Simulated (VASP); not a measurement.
Here is a VASP 6.6.1 calculation.

INCAR

```
  ALGO = Normal
  EDIFF = 1E-7
  EDIFFG = -0.002
  ENCUT = 500
  GGA_COMPAT = F
  IBRION = 2
  ISIF = 3
  ISMEAR = 0
  LASPH = T
  LCHARG = F
  LREAL = F
  LWAVE = F
  NELM = 120
  NELMIN = 4
  NSW = 100
  PREC = Accurate
  PSTRESS = 70.0
  SIGMA = 0.01
```

Contents of KPOINTS:

```
k-points
0
Gamma
  6 6 6
```

POSCAR

```
TePb
1.0
    3.1909121651      3.1909121651      0.0000000000
   -3.1909121651      3.1909121651      0.0000000000
    0.0000000000      3.1909121651      3.1909121651
Te Pb
1 1
Direct
    0.5000000000      0.5000000000      0.0000000000
    0.0000000000      0.0000000000      0.0000000000
```

Potentials or basis: VASP PAW LDA potentials, release 64 (Te, Pb_d).

Run with:

```bash
$ cat potpaw_LDA.64/Te/POTCAR potpaw_LDA.64/Pb_d/POTCAR > POTCAR
$ mpirun -np 1 vasp_std > vasp.out
```

Q: Estimate the space group after relaxing (to 0.1 Å).

A: Fm-3m (No. 225).

Q: What does it give for the relaxed volume?

A: 29.14 Å³/atom.

Q: Estimate the relaxed cell.

A: a = 4.352 Å, b = 4.352 Å, c = 4.352 Å, α = 60.00°, β = 60.00°, γ = 90.00°.

Q: What does it give for the band gap on the k mesh?

A: 0.27 eV.

Final structure:
```cif
data_structure
_symmetry_space_group_name_H-M 'P 1'
_symmetry_Int_Tables_number 1
_cell_length_a 4.3517
_cell_length_b 4.3517
_cell_length_c 4.3517
_cell_angle_alpha 60.000
_cell_angle_beta 60.000
_cell_angle_gamma 90.000
_cell_volume 58.27
loop_
_atom_site_label
_atom_site_type_symbol
_atom_site_fract_x
_atom_site_fract_y
_atom_site_fract_z
_atom_site_occupancy
Te1 Te 0.50000 0.50000 0.00000 1
Pb1 Pb 0.00000 0.00000 0.00000 1
```

Caveat: the cell is relaxed towards a set pressure, so the run minimises the enthalpy, not the energy; spin-orbit coupling is left out, which moves the levels of the heavy elements. Zero-point motion and thermal expansion aren't in these numbers.
